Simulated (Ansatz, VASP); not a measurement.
One calculation of GaP, two programs

```
Ga P
1.0
     0.00000    2.80716    2.65506
     2.80716    0.00000    2.65506
     2.80716    2.80716    0.00000
Ga P
1 1
Cartesian
  0.0000 0.0000 0.0000
  1.4036 1.4036 1.3275
```

Change from the starting cell: epitaxial_xy strain +3.0%.

Alike in both runs: task single point; functional r2SCAN; k mesh 8 × 8 × 8; occupations fermi-dirac, width 0.02 eV; non-collinear spin, spin-orbit coupling.

|  | VASP | Ansatz |
| --- | --- | --- |
| version | VASP 6.6.1 | Ansatz 0.2.0 |
| potentials or method | VASP PAW PBE potentials, release 64 (Ga_d, P) | plane waves, PAW |
| plane-wave cutoff (eV) | 520 | 500 |
| valence electrons in the cell | 18 | 18 |

Ansatz gave:

- pressure (GPa): -2.7
- traceless stress, the component that is largest in VASP (GPa): 2.73
- net moment per atom (μB): 0.00

**Question.** Estimate VASP's values.

**Answer.** Pressure (GPa): -2.9; traceless stress, the component that is largest in VASP (GPa): 2.74; net moment per atom (μB): 0.00.

VASP's potentials were made for PBE, not for r2SCAN.
